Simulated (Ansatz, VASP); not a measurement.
# Two plane-wave programs on Pt

```xyz
1
Lattice="0.0000 1.9851 1.9851 1.9553 0.0000 1.9851 1.9553 1.9851 0.0000" Properties=species:S:1:pos:R:3 pbc="T T T"
Pt    0.0000    0.0000    0.0000
```

Change from the starting cell: strain -0.0150 x Voigt [1, 0, 0, 0, 0, 0], atoms carried along.

Alike in both runs: task single point; functional PBE; k mesh 26 × 26 × 26; occupations gaussian, width 0.15 eV; no spin polarisation.

|  | VASP | Ansatz |
| --- | --- | --- |
| version | VASP 6.6.1 | Ansatz 0.2.0 |
| potentials or method | VASP PAW PBE potentials, release 64 (Pt), cutoff 520 eV | scalar-relativistic, plane waves, PAW |
| valence electrons in the cell | 10 | 18 |

Ansatz gave:

- gap on the k mesh at the Fermi level (eV): none
- pressure (GPa): 4.0
- traceless stress, the component that is largest in VASP (GPa): 0.91

**Question.** Estimate VASP's values.

**Answer.** gap on the k mesh at the Fermi level (eV): none; pressure (GPa): 3.5; traceless stress, the component that is largest in VASP (GPa): 0.90.

A gap of «none» marks a metal or a gap that the smearing closes. The functional is the same, so the differences come from potentials, cutoffs and numerics. VASP's potentials hold 10 valence electrons a cell and Ansatz's 18, so a difference there can come from the potentials and not from the codes.

Neither program's run includes spin-orbit coupling.
